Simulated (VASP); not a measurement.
Here is a VASP 6.6.1 calculation.

The input INCAR:

```
PREC = Accurate
ENCUT = 520
EDIFF = 1E-6
ISMEAR = 0
SIGMA = 0.15
LREAL = False
LASPH = True
NELM = 80
ALGO = Normal
ISIF = 2
LWAVE = False
LCHARG = False
GGA = PS
NBANDS = 15
```

Contents of KPOINTS:

```
regular mesh
0
Gamma
  20 20 20
```

File POSCAR:

```
TiC
1.0
    0.0000000000      2.1290906697      2.2355452032
    2.1290906697      0.0000000000      2.2355452032
    2.1290906697      2.1290906697      0.0000000000
Ti C
1 1
Direct
    0.0000000000      0.0000000000      0.0000000000
    0.5000000000      0.5000000000      0.5000000000
```

Potentials or basis: VASP PAW PBE potentials, release 64 (Ti_sv, C).

Run with:

```console
$ cat potpaw_PBE.64/Ti_sv/POTCAR potpaw_PBE.64/C/POTCAR > POTCAR
$ mpirun -np 1 vasp_std > vasp.out
```

Q: What does it give for the band gap on the k mesh?

A: Zero (band 8 reaches 10.13 eV, above the bottom of band 9 at 8.77 eV).

Q: Estimate the pressure.

A: -4.8 GPa.

Stress tensor (GPa, compression positive):
```
  1.10   0.00   0.00
  0.00   1.10   0.00
  0.00   0.00 -16.51
```

Caveat: the PAW data sets were made with another functional, which shifts forces and pressure a little.
